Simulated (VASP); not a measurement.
Set up this calculation in VASP 6.6.1, as the native input.

```yaml
Task: single point
Functional: PBE
Potentials_or_basis: VASP PAW PBE potentials, release 64 (Te, Mo_sv)
Cutoff: 520 eV
k_mesh: 9 × 9 × 2
Occupations: fermi-dirac, width 0.05 eV
Spin: no spin polarisation
Dipole_correction: no
Further_INCAR_settings: ALGO = Normal; EDIFF = 1e-06; NBANDS = 35
```

The structure of Te2Mo lies in POSCAR:

```
Te2Mo
1.0
    3.5872018318      0.0000000000      0.0000000000
   -1.7936009159      3.1066079149      0.0000000000
    0.0000000000      0.0000000000     14.2476617354
Te Mo
4 2
Direct
    0.6666666667      0.3333333333      0.3790000000
    0.3333333333      0.6666666667      0.8790000000
    0.6666666667      0.3333333333      0.1210000000
    0.3333333333      0.6666666667      0.6210000000
    0.6666666667      0.3333333333      0.7500000000
    0.3333333333      0.6666666667      0.2500000000
```

These files were run (other wordings do the same):

INCAR

```
SYSTEM = Te2Mo
ALGO     = Normal         ! electronic algorithm
EDIFF    = 1E-6           ! SCF threshold, eV
ENCUT    = 520            ! plane-wave cutoff, eV
GGA      = PE             ! functional
ISIF     = 2              ! what is computed and relaxed
ISMEAR   = -1             ! smearing method
LASPH    = .TRUE.         ! aspherical terms in the spheres
LCHARG   = .FALSE.        ! write CHGCAR
LREAL    = .FALSE.        ! projectors in reciprocal space
LWAVE    = .FALSE.        ! write WAVECAR
NBANDS   = 35             ! bands
NELM     = 60             ! most SCF steps
PREC     = Accurate       ! precision mode
SIGMA    = 0.05           ! smearing width, eV
```

KPOINTS

```
k-points
0
G
  9 9 2
  0 0 0
```

Potentials or basis: VASP PAW PBE potentials, release 64 (Te, Mo_sv).

Run with:

```bash
$ cat potpaw_PBE.64/Te/POTCAR potpaw_PBE.64/Mo_sv/POTCAR > POTCAR
$ mpirun -np 1 vasp_std > vasp.out
```

Results of the run:

- Pressure: -2.5 GPa
- Largest force: 0.557 eV/Å
- Band gap on the k mesh: 0.80 eV, indirect (least direct gap 0.96 eV)

Caveat: spin-orbit coupling is left out, which moves the levels of the heavy elements; this functional lacks dispersion, which binds the layers, so the pressure and a relaxed spacing across them are unreliable.

Wall time 4.4 min on 1 thread of Intel Xeon 8259CL, with other jobs on the host, peak memory 0.35 GiB.
